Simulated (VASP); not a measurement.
Crystal: SrVO3.

```
Sr V O
1.0
     3.84090    0.00000    0.00000
     0.00000    3.84090    0.00000
     0.00000    0.00000    3.84090
Sr V O
1 1 3
Direct
  0.50000 0.50000 0.50000
  0.00000 0.00000 0.00000
  0.00000 0.00000 0.50000
  0.00000 0.50000 0.00000
  0.50000 0.00000 0.00000
```

| Quantity | Value |
| --- | --- |
| Program | VASP 6.6.1 |
| Task | relaxation of cell and atoms |
| Functional | RPBE |
| Potentials or basis | VASP PAW PBE potentials, release 64 (Sr_sv, V_sv, O) |
| Cutoff | 600 eV |
| k mesh | 7 × 7 × 7 |
| Occupations | fermi-dirac, width 0.05 eV |
| Spin | collinear spin, ferromagnetic start |
| Starting moments | [0.0, 2.0, 0.0, 0.0, 0.0] μB |

At the start: pressure 8.0 GPa; volume 11.33 Å³/atom.

Problem. Where does the relaxation end?

Solution. Over 3 steps the energy falls by 12.2 meV/atom and the volume is 11.84 Å³/atom (+4.5 %); space group Pm-3m (No. 221, to 0.1 Å) before and after; moment 0.00 μB per cell.

Step by step:
| step | energy change (eV) | largest force (eV/Å) | pressure (GPa) | volume (Å³) |
| --- | --- | --- | --- | --- |
| 1 | 0.0000 | 0.0000 | 7.99 | 56.66 |
| 2 | -0.0213 | 0.0000 | -5.49 | 61.42 |
| 3 | -0.0609 | 0.0000 | -0.01 | 59.22 |

Final structure:
```
Sr V O
1.0
     3.89776    0.00000    0.00000
     0.00000    3.89776    0.00000
     0.00000    0.00000    3.89776
Sr V O
1 1 3
Direct
  0.50000 0.50000 0.50000
  0.00000 0.00000 0.00000
  0.00000 0.00000 0.50000
  0.00000 0.50000 0.00000
  0.50000 0.00000 0.00000
```

Caveat: the PAW data sets were made with another functional, which shifts forces and pressure a little.
